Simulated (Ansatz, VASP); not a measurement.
**One calculation of AlGa3N4, two programs**

```xyz
8
Lattice="5.1424 0.0000 0.0001 0.0000 3.1650 0.0000 -0.0036 0.0000 5.3963" Properties=species:S:1:pos:R:3 pbc="T T T"
Al    0.0007    1.5825    3.6013
Ga    2.5654    1.5825    1.8074
Ga    2.5632    0.0000    4.4874
Ga    5.1410    0.0000    0.8969
N     0.6142    1.5825    1.8353
N     0.6020    0.0000    4.4594
N     3.1899    0.0000    0.8970
N     3.2436    1.5825    3.6010
```

Change from the starting cell: strain +0.000 along x and y, -0.015 along z, atoms carried along.

Alike in both runs: task single point; functional PBEsol; k mesh 6 × 8 × 6; occupations gaussian, width 0.05 eV; no spin polarisation.

|  | VASP | Ansatz |
| --- | --- | --- |
| version | VASP 6.6.1 | Ansatz 0.2.0 |
| potentials or method | VASP PAW PBE potentials, release 64 (Al, Ga_d, N), cutoff 520 eV | scalar-relativistic, plane waves, PAW |
| valence electrons in the cell | 62 | 62 |

Ansatz gave:

| Property | Result |
| --- | --- |
| gap on the k mesh at the Fermi level (eV) | 2.44 |
| least direct gap on the mesh (eV) | 2.44 |
| pressure (GPa) | 3.0 |
| traceless stress, the component that is largest in VASP (GPa) | 3.52 |
| rms of the force components (eV/Å) | 0.102 |

Problem. Estimate VASP's values.

Solution. gap on the k mesh at the Fermi level (eV): 2.45; least direct gap on the mesh (eV): 2.45; pressure (GPa): 2.9; traceless stress, the component that is largest in VASP (GPa): 3.51; rms of the force components (eV/Å): 0.101.

VASP's potentials were made for PBE, not for PBEsol. Atom by atom the forces differ by 0.005 eV/Å (rms over components).
